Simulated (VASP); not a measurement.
Here is a VASP 6.6.1 calculation.

INCAR

```
PREC     = Accurate       # precision mode
ENCUT    = 520            # plane-wave cutoff, eV
EDIFF    = 1E-6           # SCF threshold, eV
ISMEAR   = 0              # smearing method
SIGMA    = 0.1            # smearing width, eV
LREAL    = False          # projectors in reciprocal space
LASPH    = True           # aspherical terms in the spheres
NELM     = 80             # most SCF steps
ALGO     = Normal         # electronic algorithm
ISIF     = 2              # what is computed and relaxed
LWAVE    = False          # write WAVECAR
LCHARG   = False          # write CHGCAR
GGA      = PS             # functional
NBANDS   = 16             # bands
```

KPOINTS

```
Automatic mesh
0
Gamma
  21 21 2
```

The input POSCAR:

```
C
1.0
    2.4589433245      0.0000000000      0.0000000000
   -1.2294716622      2.1295073855      0.0000000000
    0.0000000000      0.0000000000     24.1092599781
C
4
Direct
    0.0000000000      0.0000000000      0.5750742043
    0.0000000000      0.0000000000      0.4249257957
    0.3333333333      0.6666666667      0.4249169647
    0.6666666667      0.3333333333      0.5750830353
```

Potentials or basis: VASP PAW PBE potentials, release 64 (C).

Launch:

```bash
$ cat potpaw_PBE.64/C/POTCAR > POTCAR
$ mpirun -np 1 vasp_std > vasp.out
```

Predict the band gap on the k mesh.

zero (filled and empty bands touch).
